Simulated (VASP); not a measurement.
# In (P6_3/mmc) in VASP: further runs

The runs below take In through single point, with r2SCAN.

Program: VASP 6.6.1. These are calculated values, not measurements. Logs are shortened: lines on timing, memory, paths and dates and some standing lists are left out, and cuts for length are marked.

## 1. The cell of the first run

Symmetry: P6_3/mmc, No. 194, hexagonal system. Conventional cell: a = 3.306 Å, b = 3.306 Å, c = 5.460 Å, α = 90.00°, β = 90.00°, γ = 120.00°. In (site symmetry -6m2) has 12 In at 3.31 to 3.33 Å within 4.3 Å.

## 2. Single point, r2SCAN

The input, POSCAR:

```
In
1.0
    3.3055637696      0.0000000000      0.0000000000
   -1.6527818848      2.8627017882      0.0000000000
    0.0000000000      0.0000000000      5.4597280109
In
2
Direct
    0.3333333333      0.6666666667      0.2500000000
    0.6666666667      0.3333333333      0.7500000000
```

The input, INCAR.step1:

```
SYSTEM = In
PREC = Accurate ; ENCUT = 520
ISMEAR = -1 ; SIGMA = 0.05
LREAL = .FALSE. ; LASPH = .TRUE.
NELM = 80 ; NBANDS = 20
GGA = PE ; ALGO = Normal
EDIFF = 1E-4 ; LWAVE = .TRUE.
LCHARG = .FALSE.
```

The input, INCAR.step2:

```
SYSTEM = In
PREC = Accurate ; ENCUT = 520
EDIFF = 1E-6 ; ISMEAR = -1
SIGMA = 0.05 ; LREAL = .FALSE.
LASPH = .TRUE. ; NELM = 80
ALGO = Normal ; ISIF = 2
LWAVE = .FALSE. ; LCHARG = .TRUE.
METAGGA = R2SCAN ; LMIXTAU = .TRUE.
LELF = .TRUE. ; LVHAR = .TRUE.
NBANDS = 20 ; ISTART = 1
```

The input, KPOINTS:

```
regular mesh
0
G
  10 10 5
  0 0 0
```

Potentials or basis: VASP PAW PBE potentials, release 64 (In_d).

Launch:

```bash
cat potpaw_PBE.64/In_d/POTCAR > POTCAR
cp INCAR.step1 INCAR
mpirun -np 1 vasp_std > vasp.out
cp INCAR.step2 INCAR
mpirun -np 1 vasp_std > vasp.out
```

OUTCAR:

```text
SYSTEM = In
   PREC = Accurate
   ENCUT = 520
   EDIFF = 1E-6
   ISMEAR = -1
   LREAL = .FALSE.
   LASPH = .TRUE.
   NELM = 80
   ISIF = 2
   METAGGA = R2SCAN
   ISTART = 1

 ion  position               nearest neighbor table
   1  0.333  0.667  0.250-   2 3.33   2 3.33   2 3.33   2 3.33   2 3.33   2 3.33
   2  0.667  0.333  0.750-   1 3.33   1 3.33   1 3.33   1 3.33   1 3.33   1 3.33

  LATTYP: Found a hexagonal cell.
 ALAT       =     3.3055637696
 C/A-ratio  =     1.6516783192

  Lattice vectors:

 A1 = (   3.3055637696,   0.0000000000,   0.0000000000)
 A2 = (  -1.6527818848,   2.8627017882,   0.0000000000)
 A3 = (   0.0000000000,   0.0000000000,   5.4597280109)

Analysis of symmetry for initial positions (statically):
=====================================================================
 Subroutine PRICEL returns:
 Original cell was already a primitive cell.

 Routine SETGRP: Setting up the symmetry group for a
 hexagonal supercell.

 Subroutine GETGRP returns: Found 24 space group operations
 (whereof 12 operations were pure point group operations)
 out of a pool of 24 trial point group operations.

The static configuration has the point symmetry D_3d.
 The point group associated with its full space group is D_6h.

Analysis of symmetry for dynamics (positions and initial velocities):
=====================================================================
 Subroutine PRICEL returns:
 Original cell was already a primitive cell.

 Routine SETGRP: Setting up the symmetry group for a
 hexagonal supercell.

 Subroutine GETGRP returns: Found 24 space group operations
 (whereof 12 operations were pure point group operations)
 out of a pool of 24 trial point group operations.

The dynamic configuration has the point symmetry D_3d.
 The point group associated with its full space group is D_6h.

 Subroutine INISYM returns: Found 24 space group operations
 (whereof 12 operations are pure point group operations),
 and found     1 'primitive' translations

----------------------------------------------------------------------------------------

                                     Primitive cell

  volume of cell :      51.6646

  direct lattice vectors                    reciprocal lattice vectors
     3.305563770  0.000000000  0.000000000     0.302520257  0.174660177  0.000000000
[... 74 lines left out ...]
   NGX,Y,Z   is equivalent  to a cutoff of  14.08, 14.08, 12.79 a.u.
   NGXF,Y,Z  is equivalent  to a cutoff of  28.16, 28.16, 25.58 a.u.
 SYSTEM =  In
   PREC   = accura    normal or accurate (medium, high low for compatibility)
   ISTART =      1    job   : 0-new  1-cont  2-samecut
   ICHARG =      0    charge: 1-file 2-atom 10-const
   ISPIN  =      1    spin polarized calculation?
   LNONCOLLINEAR =      F non collinear calculations
   LSORBIT =      F    spin-orbit coupling
   LASPH  =      T    aspherical Exc in radial PAW
   ENCUT  =  520.0 eV  38.22 Ry    6.18 a.u.   6.15  6.15 10.15*2*pi/ulx,y,z
   NELM   =     80;   NELMIN=  2; NELMDL=  0     # of ELM steps
   EDIFF  = 0.1E-05   stopping-criterion for ELM
   LREAL  =      F    real-space projection
   EDIFFG = 0.1E-04   stopping-criterion for IOM
   NSW    =      0    number of steps for IOM
   IBRION =     -1    ionic relax: 0-MD 1-quasi-New 2-CG
   NFREE  =      0    steps in history (QN), initial steepest desc. (CG)
   ISIF   =      2    stress and relaxation
   ISYM   =      2    0-nonsym 1-usesym 2-fastsym
   POTIM  = 0.5000    time-step for ionic-motion
   TEBEG  =    0.0;   TEEND  =   0.0 temperature during run
   PSTRESS=    0.0 pullay stress
   NELECT =      26.0000    total number of electrons
   NUPDOWN=      -1.0000    fix difference up-down
   EMIN   =  10.00;   EMAX   =-10.00  energy-range for DOS
   EFERMI =   0.00;   METHOD = LEGACY
   ISMEAR =    -1;   SIGMA  =   0.05  broadening in eV -4-tet -1-fermi 0-gaus
   EFERMI_NEDOS =   21; number of points for ismear=-14 and -15
   IALGO  =     38    algorithm
   IMIX   =      4    mixing-type and parameters
     AMIX     =   0.40;   BMIX     =  1.00
     AMIX_MAG =   1.60;   BMIX_MAG =  1.00
  volume/ion in A,a.u.               =      25.83       174.32
  Fermi-wavevector in a.u.,A,eV,Ry     =   1.302172  2.460749 23.070749  1.695652
  Thomas-Fermi vector in A             =   2.433258
   LORBIT       =      0    0 simple, 1 ext, 2 COOP (PROOUT), +10 PAW based schemes
   METAGGA = R2SCAN    functional components
   LHFCALC =     F    Hartree Fock is set to
   AEXX    =    0.0000 exact exchange contribution
   IVDW    =     0    specifies the selected vdW correction
   LEPSILON=     F    determine dielectric tensor
   LRPA    =     F    only Hartree local field effects (RPA)
 non-spin polarized calculation
  energy-cutoff  :      520.00
  volume of cell :       51.66
 maximum number of plane-waves:      1406
 NGX is ok and might be reduce to    28
   NGX = 13   NGY = 13   NGZ = 21

 number of electron      25.9999997 magnetization

 Free energy of the ion-electron system (eV)
  ---------------------------------------------------
  ext. energy  EPLUGINS =         0.00000000
  ---------------------------------------------------
  free energy    TOTEN  =       -45.11943946 eV

  energy without entropy =      -45.11123873  energy(sigma->0) =      -45.11533910

 E-fermi :   7.6563     XC(G=0): -11.1537

 val. band max:        7.6502095811   @ k =   0.3000   0.1000   0.4000
 cond. band min:       7.7690407893   @ k =   0.3000   0.0000   0.2000
 fundamental gap:      0.1188312083
 Fermi energy:         7.6563376774

 k-point     1 :       0.0000    0.0000    0.0000
  band No.  band energies     occupation
      1      -7.6984      2.00000
      2      -7.6251      2.00000
      3      -7.5873      2.00000
      4      -7.5873      2.00000
      5      -7.5567      2.00000
      6      -7.5567      2.00000
[... 541 lines left out ...]
     19      17.6684      0.00000
     20      18.1902      0.00000

 [... further k-points ...]
[... 5 lines left out ...]
  --------------------------------------------------------------------------------------
  -------------------------------------------------------------------------------------
  Total       -0.0553777     -0.0553777      0.9446249      0.0000000     -0.0000000     -0.0000000
  in kB       -1.7173268     -1.7173263     29.2939074      0.0000000     -0.0000000     -0.0000000
  external PRESSURE =       8.6197514 kB  Pullay stress =       0.0000000 kB

 VOLUME and BASIS-vectors are now :
 -----------------------------------------------------------------------------
  energy-cutoff  :      520.00
  volume of cell :       51.66
      direct lattice vectors                 reciprocal lattice vectors
     3.305563770  0.000000000  0.000000000     0.302520257  0.174660177  0.000000000
    -1.652781885  2.862701788  0.000000000     0.000000000  0.349320353  0.000000000
     0.000000000  0.000000000  5.459728011     0.000000000  0.000000000  0.183159307

 POSITION                                       TOTAL-FORCE (eV/Angst)
 -----------------------------------------------------------------------------------
     -0.00000      1.90847      1.36493         0.000000      0.000000      0.000000
      1.65278      0.95423      4.09480        -0.000000     -0.000000     -0.000000
 -----------------------------------------------------------------------------------
    total drift:                               -0.000000      0.000000      0.000000

  FREE ENERGIE OF THE ION-ELECTRON SYSTEM (eV)
  ---------------------------------------------------
  free  energy   TOTEN  =       -45.1194394641 eV

  energy  without entropy=      -45.1112387299  energy(sigma->0) =      -45.11533910
```

It took 92 s on 1 thread of Intel Xeon 6975P-C (Granite Rapids), shared host; peak memory 0.19 GiB.

What came out:

```yaml
Free_energy: -45.1194 eV
Pressure: 0.9 GPa
Band_gap_on_the_k_mesh: zero (band 13 reaches 10.10 eV, above the bottom of band 14 at 5.41 eV)
```

Stress tensor (GPa, compression positive):
```
-0.17  0.00  0.00
 0.00 -0.17  0.00
 0.00  0.00  2.93
```

Caveat: the PAW data sets were made with another functional, which shifts forces and pressure a little; spin-orbit coupling is left out, which moves the levels of the heavy elements.

## 3. Single point, r2SCAN

This run uses another cell than the first one, of 26.54 Å³/atom, 1.027 times its volume.

The input, POSCAR:

```
In
1.0
    3.3354800000      0.0000000000      0.0000000000
   -1.6677400000      2.8886100000      0.0000000000
    0.0000000000      0.0000000000      5.5091400000
In
2
Direct
    0.3333333333      0.6666666667      0.2500000000
    0.6666666667      0.3333333333      0.7500000000
```

The input, INCAR.step1:

```
SYSTEM = In
ALGO     = Normal         ! electronic algorithm
EDIFF    = 1E-4           ! SCF threshold, eV
ENCUT    = 520            ! plane-wave cutoff, eV
GGA      = PE             ! functional
ISMEAR   = -1             ! smearing method
LASPH    = .TRUE.         ! aspherical terms in the spheres
LCHARG   = .FALSE.        ! write CHGCAR
LREAL    = .FALSE.        ! projectors in reciprocal space
LWAVE    = .TRUE.         ! write WAVECAR
NBANDS   = 20             ! bands
NELM     = 80             ! most SCF steps
PREC     = Accurate       ! precision mode
SIGMA    = 0.05           ! smearing width, eV
```

The input, INCAR.step2:

```
SYSTEM = In
ALGO     = Normal         ! electronic algorithm
EDIFF    = 1E-6           ! SCF threshold, eV
ENCUT    = 520            ! plane-wave cutoff, eV
ISIF     = 2              ! what is computed and relaxed
ISMEAR   = -1             ! smearing method
ISTART   = 1            
LASPH    = .TRUE.         ! aspherical terms in the spheres
LCHARG   = .TRUE.         ! write CHGCAR
LELF     = .TRUE.         ! ELF
LMIXTAU  = .TRUE.       
LREAL    = .FALSE.        ! projectors in reciprocal space
LVHAR    = .TRUE.       
LWAVE    = .FALSE.        ! write WAVECAR
METAGGA  = R2SCAN         ! meta-GGA
NBANDS   = 20             ! bands
NELM     = 80             ! most SCF steps
PREC     = Accurate       ! precision mode
SIGMA    = 0.05           ! smearing width, eV
```

The input, KPOINTS:

```
k-points
0
G
  10 10 5
  0 0 0
```

Potentials or basis: VASP PAW PBE potentials, release 64 (In_d).

Launch:

```bash
cat potpaw_PBE.64/In_d/POTCAR > POTCAR
cp INCAR.step1 INCAR
mpirun -np 1 vasp_std > vasp.out
cp INCAR.step2 INCAR
mpirun -np 1 vasp_std > vasp.out
```

Wall time 83 s (1 thread of Intel Xeon 6975P-C (Granite Rapids), shared host); peak memory 0.19 GiB.

The run converged. Its results:

- Free energy: -45.1231 eV
- Pressure: -0.3 GPa
- Band gap on the k mesh: zero (band 13 reaches 9.71 eV, above the bottom of band 14 at 5.16 eV)

Stress tensor (GPa, compression positive):
```
-1.24  0.00  0.00
 0.00 -1.24  0.00
 0.00  0.00  1.53
```

Levels at points of the mesh, in eV from the Fermi level:
| k point | band 11 | band 12 | band 13 | band 14 | band 15 | band 16 |
| --- | --- | --- | --- | --- | --- | --- |
| (0.00, 0.00, 0.00) | -9.95 | -4.62 | -3.57 | 8.85 | 8.85 | 10.74 |
| (0.50, 0.00, 0.00) | -5.05 | -4.30 | 0.20 | 0.31 | 0.89 | 3.09 |

Caveat: the PAW data sets were made with another functional, which shifts forces and pressure a little; spin-orbit coupling is left out, which moves the levels of the heavy elements.

## 4. Single point, r2SCAN

This run uses another cell than the first one, of 27.25 Å³/atom, 1.055 times its volume.

The input, POSCAR:

```
In
1.0
    3.3648690033      0.0000000000      0.0000000000
   -1.6824345016      2.9140616198      0.0000000000
    0.0000000000      0.0000000000      5.5576811796
In
2
Direct
    0.3333333333      0.6666666667      0.2500000000
    0.6666666667      0.3333333333      0.7500000000
```

The input, INCAR.step1:

```
SYSTEM = In
  PREC = Accurate
  ENCUT = 520
  ISMEAR = -1
  SIGMA = 0.05
  LREAL = .False.
  LASPH = .True.
  NELM = 60
  NBANDS = 20
  GGA = PE
  ALGO = Normal
  EDIFF = 1E-4
  LWAVE = .True.
  LCHARG = .False.
```

The input, INCAR.step2:

```
SYSTEM = In
  PREC = Accurate
  ENCUT = 520
  EDIFF = 1E-6
  ISMEAR = -1
  SIGMA = 0.05
  LREAL = .False.
  LASPH = .True.
  NELM = 60
  ALGO = Normal
  ISIF = 2
  LWAVE = .False.
  LCHARG = .True.
  METAGGA = R2SCAN
  LMIXTAU = .True.
  LELF = .True.
  LVHAR = .True.
  NBANDS = 20
  ISTART = 1
```

The input, KPOINTS:

```
Automatic mesh
0
Gamma
  10 10 5
  0 0 0
```

Launch:

```bash
cat potpaw_PBE.64/In_d/POTCAR > POTCAR
cp INCAR.step1 INCAR
mpirun -np 1 vasp_std > vasp.out
cp INCAR.step2 INCAR
mpirun -np 1 vasp_std > vasp.out
```

Wall time 88 s (1 thread of Intel Xeon 6975P-C (Granite Rapids), shared host); peak memory 0.19 GiB.

Results (log left out):

```
Free energy            : -45.1170 eV
Pressure               : -1.3 GPa
Band gap on the k mesh : zero (band 13 reaches 9.34 eV, above the bottom of band 14 at 4.93 eV)
```

Stress tensor (GPa, compression positive):
```
-2.12  0.00  0.00
 0.00 -2.12  0.00
 0.00  0.00  0.35
```

Levels at points of the mesh, in eV from the Fermi level:
```
           k point  band 10  band 11  band 12  band 13  band 14  band 15  band 16  band 17
(0.00, 0.00, 0.00)   -14.90    -9.75    -4.60    -3.44     8.66     8.66    10.52    10.52
(0.50, 0.00, 0.00)   -14.86    -4.98    -4.20     0.12     0.32     0.91     3.08     4.26
```

Caveat: the PAW data sets were made with another functional, which shifts forces and pressure a little; spin-orbit coupling is left out, which moves the levels of the heavy elements.

## 5. Single point, r2SCAN

This run uses another cell than the first one, of 27.96 Å³/atom, 1.082 times its volume.

The input, POSCAR:

```
In
1.0
    3.3937534118      0.0000000000      0.0000000000
   -1.6968767059      2.9390762478      0.0000000000
    0.0000000000      0.0000000000      5.6053889309
In
2
Direct
    0.3333333333      0.6666666667      0.2500000000
    0.6666666667      0.3333333333      0.7500000000
```

The input, INCAR.step1:

```
SYSTEM = In
PREC = Accurate ; ENCUT = 520
ISMEAR = -1 ; SIGMA = 0.05
LREAL = .FALSE. ; LASPH = .TRUE.
NELM = 100 ; NBANDS = 20
GGA = PE ; ALGO = Normal
EDIFF = 1E-4 ; LWAVE = .TRUE.
LCHARG = .FALSE.
```

The input, INCAR.step2:

```
SYSTEM = In
PREC = Accurate ; ENCUT = 520
EDIFF = 1E-6 ; ISMEAR = -1
SIGMA = 0.05 ; LREAL = .FALSE.
LASPH = .TRUE. ; NELM = 100
ALGO = Normal ; ISIF = 2
LWAVE = .FALSE. ; LCHARG = .FALSE.
METAGGA = R2SCAN ; LMIXTAU = .TRUE.
NBANDS = 20 ; ISTART = 1
```

The input, KPOINTS:

```
Automatic mesh
0
G
  10 10 5
  0 0 0
```

Launch:

```bash
cat potpaw_PBE.64/In_d/POTCAR > POTCAR
cp INCAR.step1 INCAR
mpirun -np 1 vasp_std > vasp.out
cp INCAR.step2 INCAR
mpirun -np 1 vasp_std > vasp.out
```

Wall time 89 s (1 thread of Intel Xeon 6975P-C (Granite Rapids), shared host); peak memory 0.19 GiB.

It converged, with:

```
Free energy            : -45.1030 eV
Pressure               : -2.1 GPa
Band gap on the k mesh : zero (band 13 reaches 8.99 eV, above the bottom of band 14 at 4.71 eV)
```

Stress tensor (GPa, compression positive):
```
-2.88  0.00  0.00
 0.00 -2.88  0.00
 0.00  0.00 -0.63
```

Levels at points of the mesh, in eV from the Fermi level:
```csv
k point,band 11,band 12,band 13,band 14,band 15,band 16
"(0.00, 0.00, 0.00)",-9.57,-4.57,-3.32,8.48,8.48,10.31
"(0.50, 0.00, 0.00)",-4.93,-4.11,0.04,0.32,0.93,3.06
```

Caveat: the PAW data sets were made with another functional, which shifts forces and pressure a little; spin-orbit coupling is left out, which moves the levels of the heavy elements.

## 6. Single point, r2SCAN

This run uses another cell than the first one, of 28.66 Å³/atom, 1.110 times its volume.

The input, POSCAR:

```
In
1.0
    3.4221543424      0.0000000000      0.0000000000
   -1.7110771712      2.9636721716      0.0000000000
    0.0000000000      0.0000000000      5.6522981321
In
2
Direct
    0.3333333333      0.6666666667      0.2500000000
    0.6666666667      0.3333333333      0.7500000000
```

The input, INCAR.step1:

```
  ALGO = Normal
  EDIFF = 1E-4
  ENCUT = 520
  GGA = PE
  ISMEAR = -1
  LASPH = T
  LCHARG = F
  LREAL = F
  LWAVE = T
  NBANDS = 20
  NELM = 80
  PREC = Accurate
  SIGMA = 0.05
```

The input, INCAR.step2:

```
  ALGO = Normal
  EDIFF = 1E-6
  ENCUT = 520
  ISIF = 2
  ISMEAR = -1
  ISTART = 1
  LASPH = T
  LCHARG = T
  LELF = T
  LMIXTAU = T
  LREAL = F
  LVHAR = T
  LWAVE = F
  METAGGA = R2SCAN
  NBANDS = 20
  NELM = 80
  PREC = Accurate
  SIGMA = 0.05
```

The input, KPOINTS:

```
k-points
0
Gamma
  10 10 5
```

Potentials or basis: VASP PAW PBE potentials, release 64 (In_d).

Launch:

```bash
cat potpaw_PBE.64/In_d/POTCAR > POTCAR
cp INCAR.step1 INCAR
mpirun -np 1 vasp_std > vasp.out
cp INCAR.step2 INCAR
mpirun -np 1 vasp_std > vasp.out
```

Wall time 86 s (1 thread of Intel Xeon 6975P-C (Granite Rapids), shared host); peak memory 0.2 GiB.

Results (log left out):

| Quantity | Value |
| --- | --- |
| Free energy | -45.0824 eV |
| Pressure | -2.8 GPa |
| Band gap on the k mesh | zero (band 13 reaches 8.65 eV, above the bottom of band 14 at 4.50 eV) |

Stress tensor (GPa, compression positive):
```
-3.50  0.00  0.00
 0.00 -3.50  0.00
 0.00  0.00 -1.44
```

Levels at points of the mesh, in eV from the Fermi level:
```csv
k point,band 10,band 11,band 12,band 13,band 14,band 15,band 16,band 17
"(0.00, 0.00, 0.00)",-14.88,-9.39,-4.55,-3.20,8.31,8.31,10.10,10.10
"(0.50, 0.00, 0.00)",-14.84,-4.88,-4.02,-0.03,0.33,0.95,3.05,4.15
```

Caveat: the PAW data sets were made with another functional, which shifts forces and pressure a little; spin-orbit coupling is left out, which moves the levels of the heavy elements.

## 7. Summary

```csv
cell,gap on the mesh (eV),pressure (GPa)
"a = 3.306, b = 3.306, c = 5.460 Å, angles 90.0, 90.0, 120.0°, 2 atoms",none,0.9
"a = 3.335, b = 3.335, c = 5.509 Å, angles 90.0, 90.0, 120.0°, 2 atoms",none,-0.3
"a = 3.365, b = 3.365, c = 5.558 Å, angles 90.0, 90.0, 120.0°, 2 atoms",none,-1.3
"a = 3.394, b = 3.394, c = 5.605 Å, angles 90.0, 90.0, 120.0°, 2 atoms",none,-2.1
"a = 3.422, b = 3.422, c = 5.652 Å, angles 90.0, 90.0, 120.0°, 2 atoms",none,-2.8
```

Alike in all rows: task single point; level r2SCAN; potentials or basis VASP PAW PBE potentials, release 64 (In_d); no spin polarisation; k mesh 10 × 10 × 5; cutoff (eV) 520; smearing fermi-dirac 0.05 eV.

Caveats: the PAW data sets were made with another functional, which shifts forces and pressure a little; spin-orbit coupling is left out, which moves the levels of the heavy elements.

Absolute energies hang on the potentials; compare differences alone.
